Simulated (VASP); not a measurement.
Set up this calculation in VASP 6.6.1, as the native input.

```
Task                   : single point
Functional             : PBE
Potentials or basis    : VASP PAW PBE potentials, release 64 (In_d)
Cutoff                 : 520 eV
k mesh                 : 9 × 9 × 9
Occupations            : fermi-dirac, width 0.05 eV
Spin                   : no spin polarisation
Dipole correction      : no
Further INCAR settings : ALGO = Fast; EDIFF = 1e-06; NBANDS = 26
```

The structure of In lies in POSCAR:

```
In
1.0
    1.6696368166      0.9639652655      8.2074632500
   -1.6696368166      0.9639652655      8.2074632500
    0.0000000000     -1.9279305310      8.2074632500
In
3
Direct
    0.2219877600      0.2219877600      0.2219877600
    0.7780122400      0.7780122400      0.7780122400
    0.0000000000      0.0000000000      0.0000000000
```

One way to write it, as run:

INCAR

```
SYSTEM = In
ALGO = Fast
EDIFF = 1E-6
ENCUT = 520
GGA = PE
ISIF = 2
ISMEAR = -1
LASPH = .TRUE.
LCHARG = .TRUE.
LELF = .TRUE.
LREAL = .FALSE.
LVHAR = .TRUE.
LWAVE = .FALSE.
NBANDS = 26
NELM = 60
PREC = Accurate
SIGMA = 0.05
```

KPOINTS

```
k-points
0
G
  9 9 9
  0 0 0
```

Potentials or basis: VASP PAW PBE potentials, release 64 (In_d).

Command:

```console
$ cat potpaw_PBE.64/In_d/POTCAR > POTCAR
$ mpirun -np 1 vasp_std > vasp.out
```

It gave:

- Pressure: 1.7 GPa
- Largest force: 0.019 eV/Å

Run time: 11 min on 1 thread of Intel(R) Xeon(R) 6975P-C (Granite Rapids), on a shared host, peak memory 0.56 GiB.
